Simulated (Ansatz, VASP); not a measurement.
Ga: VASP beside Ansatz

INCAR

```
PREC = Accurate
ENCUT = 520
EDIFF = 1E-7
ISMEAR = 0
SIGMA = 0.15
LREAL = False
LASPH = True
NELM = 80
ALGO = Fast
ISIF = 2
LWAVE = False
LCHARG = False
GGA = PS
NBANDS = 34
```

KPOINTS

```
regular mesh
0
Gamma
  10 10 10
```

The input POSCAR:

```
Ga
1.0
    2.2350478178     -3.7986615528     -0.2235047818
    2.2350478178      3.7986615528     -0.2235047818
   -0.4489776120      0.0000000000      5.1632425381
Ga
4
Direct
    0.1559156097      0.8440843903      0.0832479706
    0.6559156097      0.3440843903      0.4167520294
    0.8440843903      0.1559156097      0.9167520294
    0.3440843903      0.6559156097      0.5832479706
```

Input for Ansatz:

```yaml
crystal:
  lattice:
    - [2.2350478178, -3.7986615528, -0.2235047818]
    - [2.2350478178, 3.7986615528, -0.2235047818]
    - [-0.448977612, 0.0, 5.1632425381]
  atoms:
    - { symbol: Ga, position: [0.1559156097, 0.8440843903, 0.0832479706] }
    - { symbol: Ga, position: [0.6559156097, 0.3440843903, 0.4167520294] }
    - { symbol: Ga, position: [0.8440843903, 0.1559156097, 0.9167520294] }
    - { symbol: Ga, position: [0.3440843903, 0.6559156097, 0.5832479706] }
basis:
  ecutwfc: 420
kpoints:
  mp_grid: { grid: [10, 10, 10] }
hamiltonian:
  xc: pbesol
scf:
  occupations: { method: gaussian, width: 0.15 }
output:
  forces: true
  stress: true
  eigenvalues: true
```

Change from the starting cell: engineering shear strain xz -0.2000, normal strain along z +0.1500.

Alike in both runs: task single point; functional PBEsol; k mesh 10 × 10 × 10; occupations gaussian, width 0.15 eV; no spin polarisation.

```csv
,VASP,Ansatz
version,VASP 6.6.1,Ansatz 0.2.0
potentials or method,"VASP PAW PBE potentials, release 64 (Ga_d), cutoff 520 eV","scalar-relativistic, plane waves, PAW"
valence electrons in the cell,52,52
```

VASP gave:

* gap on the k mesh at the Fermi level (eV): none
* pressure (GPa): -3.8
* traceless stress, the component that is largest in VASP (GPa): 2.54
* rms of the force components (eV/Å): 0.240

Question: Estimate Ansatz's values.

Answer: gap on the k mesh at the Fermi level (eV): none; pressure (GPa): -3.9; traceless stress, the component that is largest in VASP (GPa): 2.53; rms of the force components (eV/Å): 0.241.

VASP's potentials were made for PBE, not for PBEsol. Atom by atom the forces differ by 0.001 eV/Å (rms over components). A gap of «none» marks a metal or a gap that the smearing closes.
